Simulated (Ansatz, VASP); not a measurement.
**CdS in VASP and in Ansatz**

```
Cd S
1.0
     3.89367    0.00000    0.00000
     1.94684    3.37202    0.00000
     1.94684    1.12401    3.17917
Cd S
1 1
Direct
  0.00000 0.00000 0.00000
  0.50000 0.50000 0.50000
```

Alike in both runs: task single point; functional PBEsol; k mesh 4 × 4 × 4; no spin polarisation.

```csv
,VASP,Ansatz
version,VASP 6.6.1,Ansatz 0.2.0
potentials or method,"VASP PAW PBE potentials, release 64 (Cd, S), cutoff 500 eV","plane waves, PAW"
occupations,"gaussian, width 0.01 eV",fixed
valence electrons in the cell,18,26
```

```csv
,VASP,Ansatz,Ansatz less VASP
gap on the k mesh at the Fermi level (eV),0.08,0.09,+0.006
```

VASP's potentials were made for PBE, not for PBEsol. VASP's potentials hold 18 valence electrons a cell and Ansatz's 26, so a difference there can come from the potentials and not from the codes.

The k mesh is coarse, so the values compare programs but aren't converged.
